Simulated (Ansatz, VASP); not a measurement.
# AlN: VASP beside Ansatz

The input POSCAR:

```
AlN
1.0
    0.0000000000      2.0345180000      2.1871068500
    2.0345180000      0.0000000000      2.1871068500
    2.0345180000      2.0345180000      0.0000000000
Al N
1 1
Direct
    0.5000000000      0.5000000000      0.5000000000
    0.0000000000      0.0000000000      0.0000000000
```

File INCAR.step1:

```
ALGO = Normal
EDIFF = 1E-4
ENCUT = 520
GGA = PE
ISMEAR = 0
LASPH = True
LCHARG = False
LREAL = False
LWAVE = True
NBANDS = 11
NELM = 60
PREC = Accurate
SIGMA = 0.05
```

The input INCAR.step2:

```
ALGO = Normal
EDIFF = 1E-6
ENCUT = 520
ISIF = 2
ISMEAR = 0
ISTART = 1
LASPH = True
LCHARG = True
LELF = True
LMIXTAU = True
LREAL = False
LVHAR = True
LWAVE = False
METAGGA = R2SCAN
NBANDS = 11
NELM = 60
PREC = Accurate
SIGMA = 0.05
```

The input KPOINTS:

```
k-points
0
Gamma
  10 10 10
```

Input for Ansatz:

```yaml
crystal:
  lattice:
    - [0.0, 2.034518, 2.18710685]
    - [2.034518, 0.0, 2.18710685]
    - [2.034518, 2.034518, 0.0]
  atoms:
    - { symbol: Al, position: [0.5, 0.5, 0.5] }
    - { symbol: "N", position: [0.0, 0.0, 0.0] }
basis:
  ecutwfc: 500
kpoints:
  mp_grid: { grid: [10, 10, 10] }
hamiltonian:
  xc: r2scan
scf:
  occupations: { method: gaussian, width: 0.05 }
output:
  forces: true
  stress: true
  eigenvalues: true
```

Change from the starting cell: strain +0.0750 x Voigt [0, 0, 1, 0, 0, 0], atoms carried along.

Alike in both runs: task single point; functional r2SCAN; k mesh 10 × 10 × 10; occupations gaussian, width 0.05 eV; no spin polarisation.

|  | VASP | Ansatz |
| --- | --- | --- |
| version | VASP 6.6.1 | Ansatz 0.2.0 |
| potentials or method | VASP PAW PBE potentials, release 64 (Al, N), cutoff 520 eV | scalar-relativistic, plane waves, PAW |
| valence electrons in the cell | 8 | 8 |

|  | VASP | Ansatz | Ansatz less VASP |
| --- | --- | --- | --- |
| gap on the k mesh at the Fermi level (eV) | 4.15 | 4.15 | -0.001 |
| least direct gap on the mesh (eV) | 4.84 | 4.80 | -0.037 |
| pressure (GPa) | -20.5 | -19.9 | +0.68 |
| traceless stress, the component that is largest in VASP (GPa) | -5.90 | -5.81 | +0.097 |

VASP's potentials were made for PBE, not for r2SCAN.
